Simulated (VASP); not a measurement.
Write the native input for VASP 6.6.1 that does the following.

```yaml
Task: single point
Functional: LDA
Potentials_or_basis: VASP PAW LDA potentials, release 64 (As, B)
Cutoff: 500 eV
k_mesh: 10 × 10 × 10
Occupations: gaussian, width 0.01 eV
Spin: no spin polarisation
Dipole_correction: no
Further_INCAR_settings: ALGO = Normal; EDIFF = 1e-06; NBANDS = 11
```

The structure of BAs lies in POSCAR:

```
BAs
1.0
    0.0000000000      2.3885000000      2.3885000000
    2.3885000000      0.0000000000      2.3885000000
    2.3885000000      2.3885000000      0.0000000000
As B
1 1
Direct
    0.2500000000      0.2500000000      0.2500000000
    0.0000000000      0.0000000000      0.0000000000
```

One way to write it, as run:

INCAR

```
ALGO     = Normal         # electronic algorithm
EDIFF    = 1E-6           # SCF threshold, eV
ENCUT    = 500            # plane-wave cutoff, eV
GGA_COMPAT= F            
ISIF     = 2              # what is computed and relaxed
ISMEAR   = 0              # smearing method
LASPH    = T              # aspherical terms in the spheres
LCHARG   = F              # write CHGCAR
LREAL    = F              # projectors in reciprocal space
LWAVE    = F              # write WAVECAR
NBANDS   = 11             # bands
NELM     = 120            # most SCF steps
PREC     = Accurate       # precision mode
SIGMA    = 0.01           # smearing width, eV
```

KPOINTS

```
k-points
0
Gamma
  10 10 10
```

Potentials or basis: VASP PAW LDA potentials, release 64 (As, B).

Command:

```bash
$ cat potpaw_LDA.64/As/POTCAR potpaw_LDA.64/B/POTCAR > POTCAR
$ mpirun -np 1 vasp_std > vasp.out
```

It gave:

| Property | Result |
| --- | --- |
| Pressure | -3.1 GPa |
| Band gap on the k mesh | 1.12 eV (least direct gap 3.25 eV) |

Caveat: the cell stands under tension.

It took 27 s on 1 thread of AMD EPYC 7R43 64-Core Processor (Zen 3), on a shared host, peak memory 0.1 GiB.
